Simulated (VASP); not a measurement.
# LiH (P6_3/mmc) in VASP: G0W0 quasiparticle levels with PBE

Aim: the G0W0 quasiparticle levels of LiH with PBE.

Program: VASP 6.6.1. These are calculated values, not measurements. Logs are shortened: lines on timing, memory, paths and dates and some standing lists are left out, and cuts for length are marked.

### Step 1. The cell of the first run

The structure is hexagonal, space group P6_3/mmc (No. 194). Conventional cell: a = 3.256 Å, b = 3.256 Å, c = 4.068 Å, α = 90.00°, β = 90.00°, γ = 120.00°. Li (site symmetry -6m2) has 5 H at 1.88 to 2.03 Å within 2.5 Å. H (site symmetry -6m2) has 5 Li at 1.88 to 2.03 Å within 2.5 Å.

### Step 2. G0W0 quasiparticle levels, PBE

POSCAR

```
LiH
1.0
    3.2558279722      0.0000000000      0.0000000000
   -1.6279139861      2.8196297343      0.0000000000
    0.0000000000      0.0000000000      4.0684430029
Li H
2 2
Direct
    0.3333333333      0.6666666667     -0.0625093485
    0.6666666667      0.3333333333      0.4374906515
    0.3333333333      0.6666666667      0.4375093485
    0.6666666667      0.3333333333      0.9375093485
```

INCAR.step1

```
SYSTEM = LiH
ALGO = Normal
EDIFF = 1E-8
ENCUT = 500
GGA = PE
ISMEAR = 0
LASPH = .True.
LCHARG = .False.
LREAL = .False.
LWAVE = .True.
NELM = 80
PREC = Accurate
SIGMA = 0.01
```

INCAR.step2

```
SYSTEM = LiH
ALGO = Exact
EDIFF = 1E-8
ENCUT = 500
GGA = PE
ISMEAR = 0
ISTART = 1
LASPH = .True.
LCHARG = .False.
LOPTICS = .True.
LREAL = .False.
LWAVE = .True.
NBANDS = 142
NELM = 1
PREC = Accurate
SIGMA = 0.01
```

INCAR.step3

```
SYSTEM = LiH
ALGO = EVGW0
EDIFF = 1E-8
ENCUT = 500
ENCUTGW = 140.0
GGA = PE
ISMEAR = 0
ISTART = 1
LASPH = .True.
LCHARG = .False.
LREAL = .False.
LWAVE = .False.
NBANDS = 142
NBANDSGW = 10
NELMGW = 1
NOMEGA = 96
OMEGAMAX = 20
PREC = Accurate
PRECFOCK = Fast
SIGMA = 0.01
```

KPOINTS

```
k-points
0
Gamma
  6 6 4
  0 0 0
```

Potentials or basis: VASP PAW PBE potentials, release 64 (Li_GW, H_GW).

On the command line:

```
$ cat potpaw_PBE.64/Li_GW/POTCAR potpaw_PBE.64/H_GW/POTCAR > POTCAR
$ cp INCAR.step1 INCAR
$ mpirun -np 1 vasp_std > vasp.out
$ cp INCAR.step2 INCAR
$ mpirun -np 1 vasp_std > vasp.out
$ cp INCAR.step3 INCAR
$ mpirun -np 1 vasp_std > vasp.out
```

OUTCAR:

```text
SYSTEM = LiH
   EDIFF = 1E-8
   ENCUT = 500
   ENCUTGW = 140.0
   GGA = PE
   ISMEAR = 0
   ISTART = 1
   LASPH = .True.
   LREAL = .False.
   NELMGW = 1
   PREC = Accurate
   PRECFOCK = Fast

 ion  position               nearest neighbor table
   1  0.333  0.667  0.937-   4 1.88   4 1.88   4 1.88   3 2.03   3 2.03   2 2.77   2 2.77   2 2.77
                             2 2.77   2 2.77   2 2.77
   2  0.667  0.333  0.437-   3 1.88   3 1.88   3 1.88   4 2.03   4 2.03   1 2.77   1 2.77   1 2.77
                             1 2.77   1 2.77   1 2.77
   3  0.333  0.667  0.438-   2 1.88   2 1.88   2 1.88   1 2.03   1 2.03
   4  0.667  0.333  0.938-   1 1.88   1 1.88   1 1.88   2 2.03   2 2.03

  LATTYP: Found a hexagonal cell.
 ALAT       =     3.2558279722
 C/A-ratio  =     1.2495878276

  Lattice vectors:

 A1 = (   3.2558279722,   0.0000000000,   0.0000000000)
 A2 = (  -1.6279139861,   2.8196297343,   0.0000000000)
 A3 = (   0.0000000000,   0.0000000000,   4.0684430029)

Analysis of symmetry for initial positions (statically):
=====================================================================
 Subroutine PRICEL returns:
 Original cell was already a primitive cell.

 Routine SETGRP: Setting up the symmetry group for a
 hexagonal supercell.

 Subroutine GETGRP returns: Found 12 space group operations
 (whereof  6 operations were pure point group operations)
 out of a pool of 24 trial point group operations.

The static configuration has the point symmetry C_3v.
 The point group associated with its full space group is C_6v.

Analysis of symmetry for dynamics (positions and initial velocities):
=====================================================================
 Subroutine PRICEL returns:
 Original cell was already a primitive cell.

 Routine SETGRP: Setting up the symmetry group for a
 hexagonal supercell.

 Subroutine GETGRP returns: Found 12 space group operations
 (whereof  6 operations were pure point group operations)
 out of a pool of 24 trial point group operations.

The dynamic configuration has the point symmetry C_3v.
 The point group associated with its full space group is C_6v.

 Subroutine INISYM returns: Found 12 space group operations
 (whereof  6 operations are pure point group operations),
 and found     1 'primitive' translations

----------------------------------------------------------------------------------------

                                     Primitive cell

  volume of cell :      37.3492

  direct lattice vectors                    reciprocal lattice vectors
     3.255827972  0.000000000  0.000000000     0.307141535  0.177328248  0.000000000
    -1.627913986  2.819629734  0.000000000     0.000000000  0.354656495  0.000000000
     0.000000000  0.000000000  4.068443003     0.000000000  0.000000000  0.245794275

  length of vectors
     3.255827972  3.255827972  4.068443003     0.354656495  0.354656495  0.245794275

  position of ions in fractional coordinates (direct lattice)
     0.333333333  0.666666667  0.937490651
     0.666666667  0.333333333  0.437490651
     0.333333333  0.666666667  0.437509349
     0.666666667  0.333333333  0.937509349

  ion indices of the primitive-cell ions
   primitive index   ion index
                 1           1
                 2           2
                 3           3
                 4           4

----------------------------------------------------------------------------------------

 KPOINTS: k-points

Automatic generation of k-mesh.
 Grid dimensions read from file:
 generate k-points for:    6    6    4

 Generating k-lattice:

  Cartesian coordinates                     Fractional coordinates (reciprocal lattice)
     0.051190256  0.029554708  0.000000000     0.166666667  0.000000000  0.000000000
     0.000000000  0.059109416  0.000000000     0.000000000  0.166666667  0.000000000
     0.000000000  0.000000000  0.061448569     0.000000000  0.000000000  0.250000000

  Length of vectors
     0.059109416  0.059109416  0.061448569

  Shift w.r.t. Gamma in fractional coordinates (k-lattice)
     0.000000000  0.000000000  0.000000000

 Subroutine IBZKPT returns following result:
 ===========================================

 Found     21 irreducible k-points:

 Following reciprocal coordinates:
            Coordinates               Weight
  0.000000  0.000000  0.000000      1.000000
  0.166667  0.000000  0.000000      6.000000
  0.333333  0.000000  0.000000      6.000000
  0.500000  0.000000  0.000000      3.000000
  0.166667  0.166667  0.000000      6.000000
  0.333333  0.166667  0.000000     12.000000
[... 13 lines left out ...]
  0.333333  0.166667  0.500000     12.000000
  0.333333  0.333333  0.500000      2.000000
   k-points           NKPTS =     21   k-points in BZ     NKDIM =    144   number of bands    NBANDS=    142
   number of dos      NEDOS =    301   number of ions     NIONS =      4
   total plane-waves  NPLWV =  17280
   dimension x,y,z NGX =    24 NGY =   24 NGZ =   30
   dimension x,y,z NGXF=    48 NGYF=   48 NGZF=   60
   ions per type =               2   2
   NGX,Y,Z   is equivalent  to a cutoff of  12.25, 12.25, 12.26 a.u.
   NGXF,Y,Z  is equivalent  to a cutoff of  24.51, 24.51, 24.52 a.u.
 SYSTEM =  LiH
   PREC   = accura    normal or accurate (medium, high low for compatibility)
   ISTART =      1    job   : 0-new  1-cont  2-samecut
   ICHARG =      0    charge: 1-file 2-atom 10-const
   ISPIN  =      1    spin polarized calculation?
   LNONCOLLINEAR =      F non collinear calculations
   LSORBIT =      F    spin-orbit coupling
   LASPH  =      T    aspherical Exc in radial PAW
   ENCUT  =  500.0 eV  36.75 Ry    6.06 a.u.   5.94  5.94  7.42*2*pi/ulx,y,z
   NELM   =     60;   NELMIN=  2; NELMDL=  0     # of ELM steps
   EDIFF  = 0.1E-07   stopping-criterion for ELM
   LREAL  =      F    real-space projection
   EDIFFG = 0.1E-06   stopping-criterion for IOM
   NSW    =      0    number of steps for IOM
   IBRION =     -1    ionic relax: 0-MD 1-quasi-New 2-CG
   NFREE  =      0    steps in history (QN), initial steepest desc. (CG)
   ISIF   =      0    stress and relaxation
   ISYM   =      3    0-nonsym 1-usesym 2-fastsym
   POTIM  = 0.5000    time-step for ionic-motion
   TEBEG  =    0.0;   TEEND  =   0.0 temperature during run
   PSTRESS=    0.0 pullay stress
   NELECT =       4.0000    total number of electrons
   NUPDOWN=      -1.0000    fix difference up-down
   EMIN   =  10.00;   EMAX   =-10.00  energy-range for DOS
   EFERMI =   0.00;   METHOD = LEGACY
   ISMEAR =     0;   SIGMA  =   0.01  broadening in eV -4-tet -1-fermi 0-gaus
   EFERMI_NEDOS =   21; number of points for ismear=-14 and -15
   IALGO  =     38    algorithm
   IMIX   =      4    mixing-type and parameters
     AMIX     =   0.40;   BMIX     =  1.00
     AMIX_MAG =   1.60;   BMIX_MAG =  1.00
  volume/ion in A,a.u.               =       9.34        63.01
  Fermi-wavevector in a.u.,A,eV,Ry     =   0.777441  1.469151  8.223564  0.604415
  Thomas-Fermi vector in A             =   1.880129
   LORBIT       =      0    0 simple, 1 ext, 2 COOP (PROOUT), +10 PAW based schemes
   GGA     = PE    functional components
   LHFCALC =     T    Hartree Fock is set to
   PRECFOCK=fast      Normal, Fast or Accurate (Low or Medium for compatibility)
   ENCUT4O =  -1.0   cutoff for four orbital integrals eV
   NKREDX  =     1    reduce k-point grid by
   NKREDY  =     1    reduce k-point grid by
   NKREDZ  =     1    reduce k-point grid by
   AEXX    =    1.0000 exact exchange contribution
   HFSCREEN=    0.0000 screening length (either q_TF or 0.3 A-1)
   HFSCREENC=   0.0000 screening length for correlation (either q_TF or 0.3 A-1)
   ENCUTFOCK=  -1.0 apply spherical cutoff to Coloumb kernel
   IVDW    =     0    specifies the selected vdW correction
   LEPSILON=     F    determine dielectric tensor
   LRPA    =     F    only Hartree local field effects (RPA)
   LRPAFORCE           =     F    calculate RPA forces
   ENCUTGW             = 140.0    cutoff for response function in eV
   ENCUTGWSOFT         = 112.0    soft cutoff for Coulomb kernel in GW response function in eV
   ENCUTLF             =  -1.0    cutoff for local field effects
   NELMGW              =     1    number of iterations in solving QP/BSE equation
   NELMHF              =     1    number of iterations in the inner HF iteration
   NKREDLFX            =     1    NKREDLFY  =   1   NKREDLFZ  =   1
 non-spin polarized calculation
 Gauss-broadening in eV      SIGMA  =   0.01
  energy-cutoff  :      500.00
  volume of cell :       37.35
 maximum number of plane-waves:       960
 NGX is ok and might be reduce to    24
  NGX = 14; NGY = 14; NGZ = 18
   NGX = 11   NGY = 11   NGZ = 15
 maximum number of plane-waves:       152
 NGX is ok and might be reduce to    14

 QP shifts <psi_nk| G(iteration)W_0 |psi_nk>: iteration 1
 for sc-GW calculations column KS-energies equals QP-energies in previous step
 and V_xc(KS)=  KS-energies - (<T + V_ion + V_H > + <T+V_H+V_ion>^1  + <V_x>^1)

 k-point   1 :       0.0000    0.0000    0.0000
  band No.  KS-energies  QP-energies   sigma(KS)   V_xc(KS)     V^pw_x(r,r')   Z            occupation Imag(sigma)

      1      -7.7865      -9.4007     -11.4837      -9.0783     -14.7055       0.6711       2.0000       0.1892
      2      -2.5334      -4.0025     -13.1735     -11.2433     -14.5365       0.7612       2.0000       0.0392
      3       0.5357       1.2609      -6.2131      -7.1208      -3.0962       0.7989       0.0000      -0.0592
      4       8.1480       9.1730      -6.3108      -7.6598      -2.0271       0.7598       0.0000      -0.2078
      5       8.1480       9.1730      -6.3108      -7.6598      -2.0271       0.7598       0.0000      -0.2078
      6       8.8658       9.3772      -8.3052      -8.9905      -3.4091       0.7462       0.0000      -0.5936
      7      10.8484      11.3870      -5.9489      -6.6766      -1.0889       0.7402       0.0000      -0.5766
      8      10.8484      11.3870      -5.9489      -6.6766      -1.0889       0.7402       0.0000      -0.5766
      9      12.5526      13.0367      -6.8180      -7.4790      -1.7485       0.7323       0.0000      -0.6942
     10      15.2377      16.4732      -6.2173      -7.8478      -1.3182       0.7577       0.0000      -0.6218

 k-point   2 :       0.1667    0.0000    0.0000
  band No.  KS-energies  QP-energies   sigma(KS)   V_xc(KS)     V^pw_x(r,r')   Z            occupation Imag(sigma)

      1      -7.4563      -9.0689     -11.5283      -9.1545     -14.5857       0.6793       2.0000       0.1647
      2      -2.7188      -4.1796     -13.1077     -11.1868     -14.5087       0.7605       2.0000       0.0404
      3       1.0348       1.7832      -6.1943      -7.1358      -2.9694       0.7948       0.0000      -0.0622
      4       5.3831       6.0300      -6.7573      -7.6207      -2.6799       0.7492       0.0000      -0.1670
      5       6.6719       7.5993      -6.1888      -7.4098      -2.0623       0.7595       0.0000      -0.1711
      6       8.5220       9.2167      -7.2440      -8.1742      -2.7021       0.7468       0.0000      -0.3639
      7      11.9401      12.6639      -6.5031      -7.4746      -1.5970       0.7450       0.0000      -0.5790
      8      12.6086      13.3214      -6.5297      -7.5009      -1.4542       0.7340       0.0000      -0.6174
      9      12.6917      13.5798      -6.3969      -7.5586      -1.4874       0.7645       0.0000      -0.6342
     10      12.6946      13.5545      -5.8085      -6.9661      -0.8947       0.7428       0.0000      -0.5451
[... 253 lines left out ...]
 k-point  21 :       0.3333    0.3333    0.5000
  band No.  KS-energies  QP-energies   sigma(KS)   V_xc(KS)     V^pw_x(r,r')   Z            occupation Imag(sigma)

      1      -4.6923      -6.2255     -12.5030     -10.4186     -14.4819       0.7355       2.0000       0.0617
      2      -4.6923      -6.2255     -12.5030     -10.4186     -14.4819       0.7355       2.0000       0.0617
      3       1.5309       2.1480      -5.7563      -6.5370      -2.3253       0.7904       0.0000      -0.0713
      4       1.5309       2.1480      -5.7563      -6.5370      -2.3253       0.7904       0.0000      -0.0713
      5       4.5027       5.2481      -6.4310      -7.3977      -2.6424       0.7711       0.0000      -0.0957
      6       4.5027       5.2481      -6.4310      -7.3977      -2.6424       0.7711       0.0000      -0.0957
      7      12.4478      13.2711      -7.7973      -8.9555      -2.4670       0.7108       0.0000      -0.6656
      8      12.4478      13.2711      -7.7973      -8.9555      -2.4670       0.7108       0.0000      -0.6656
      9      15.2084      16.2062      -6.0091      -7.3278      -0.9344       0.7567       0.0000      -0.7787
     10      15.2084      16.2062      -6.0091      -7.3278      -0.9344       0.7567       0.0000      -0.7787
```

It took 6.4 min on 1 thread of Intel Xeon Platinum 8488C (Sapphire Rapids), shared host; peak memory 0.6 GiB.

What came out:

```
Quasiparticle gap                                   : 3.84 eV
Least direct quasiparticle gap                      : 5.26 eV
Band gap of the starting levels on the mesh         : 1.82 eV
Least direct gap of the starting levels on the mesh : 3.07 eV
```

Caveat: the k points lie up to 0.39 Å⁻¹ apart; bands, screening cutoff and mesh are small and nothing is extrapolated, so the quasiparticle values aren't converged; the structure was generated, so it needn't be the stable form of LiH.
